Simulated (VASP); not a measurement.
Ca3Mg:

```
Ca Mg
1.0
     3.81574    0.00000    0.00000
    -1.90787    3.30453    0.00000
     0.00000    0.00000   11.97962
Ca Mg
3 1
Direct
  0.66667 0.33333 0.00000
  0.00000 0.00000 0.27047
  0.00000 0.00000 0.72953
  0.66667 0.33333 0.50000
```

- Program: VASP 6.6.1
- Task: relaxation of cell and atoms
- Functional: PBEsol
- Potentials or basis: VASP PAW PBE potentials, release 64 (Ca_sv, Mg)
- Cutoff: 600 eV
- k mesh: 7 × 7 × 2
- Occupations: gaussian, width 0.1 eV
- Spin: no spin polarisation

At the start: pressure -0.6 GPa; volume 37.76 Å³/atom.

Question: Where does the relaxation end?

Answer: Over 5 steps the energy falls by 2.9 meV/atom and the volume is 36.46 Å³/atom (-3.4 %); space group P-6m2 (No. 187, to 0.1 Å) before and after.

The path:
| step | energy change (eV) | largest force (eV/Å) | pressure (GPa) | volume (Å³) |
| --- | --- | --- | --- | --- |
| 1 | 0.0000 | 0.0207 | -0.62 | 151.05 |
| 2 | -0.0094 | 0.0103 | -0.23 | 147.86 |
| 3 | -0.0112 | 0.0034 | 0.02 | 145.91 |
| 4 | -0.0112 | 0.0031 | 0.04 | 145.81 |
| 5 | -0.0116 | 0.0019 | 0.02 | 145.86 |

Final structure:
```
Ca Mg
1.0
     3.75868    0.00000    0.00000
    -1.87934    3.25511    0.00000
     0.00000    0.00000   11.92138
Ca Mg
3 1
Cartesian
  1.8793 1.0850 0.0000
  -1.8793 3.2551 3.2263
  0.0000 0.0000 8.6951
  1.8793 1.0850 5.9607
```

Caveat: the PAW data sets were made with another functional, which shifts forces and pressure a little.
